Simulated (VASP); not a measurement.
# Ta3N: single point with PBE

The system is Ta3N.

```
CELL_PARAMETERS angstrom
5.67458 0.00000 0.00000
-2.83729 4.91433 0.00000
0.00000 0.00000 2.80212
ATOMIC_POSITIONS crystal
Ta 0.49366 0.50634 0.00000
Ta 0.49366 0.98732 0.00000
Ta 0.01268 0.50634 0.00000
N 0.66667 0.33333 0.50000
```

- Program: VASP 6.6.1
- Task: single point
- Functional: PBE
- Potentials or basis: VASP PAW PBE potentials, release 64 (Ta_pv, N)
- Cutoff: 520 eV
- k mesh: 12 × 12 × 16
- Occupations: gaussian, width 0.1 eV
- Spin: no spin polarisation
- Dipole correction: no
- Further INCAR settings: ALGO = Normal; EDIFF = 1e-07; NBANDS = 27

| Item | Value |
| --- | --- |
| Pressure | 0.2 GPa |
| Largest force | 0.036 eV/Å |
| Band gap on the k mesh | zero (band 19 reaches 4.41 eV, above the bottom of band 20 at 2.79 eV) |

Forces on the atoms (eV/Å):
```
Ta  -0.031  0.018  0.000
Ta   0.000 -0.036  0.000
Ta   0.031  0.018  0.000
N    0.000  0.000  0.000
```

Stress tensor (GPa, compression positive):
```
0.18 0.00 0.00
0.00 0.18 0.00
0.00 0.00 0.29
```

Levels at points of the mesh, in eV from the Fermi level:
```
           k point  band 16  band 17  band 18  band 19  band 20  band 21  band 22  band 23
(0.00, 0.00, 0.00)    -1.84    -1.75    -1.75     0.14     0.14     2.93     2.93     3.02
(0.50, 0.00, 0.00)    -2.03    -1.32    -1.00    -0.96    -0.36     1.17     1.80     2.60
(0.00, 0.00, 0.50)    -1.36    -1.13    -0.68    -0.68     1.33     1.72     3.74     3.74
(0.50, 0.00, 0.50)    -1.03    -0.48    -0.11     0.84     1.01     1.12     1.26     1.29
```

It took 6.3 min on 1 thread of AMD EPYC 9R45 (Zen 5), with other jobs on the host, peak memory 0.39 GiB.

Caveat: spin-orbit coupling is left out, which moves the levels of the heavy elements.
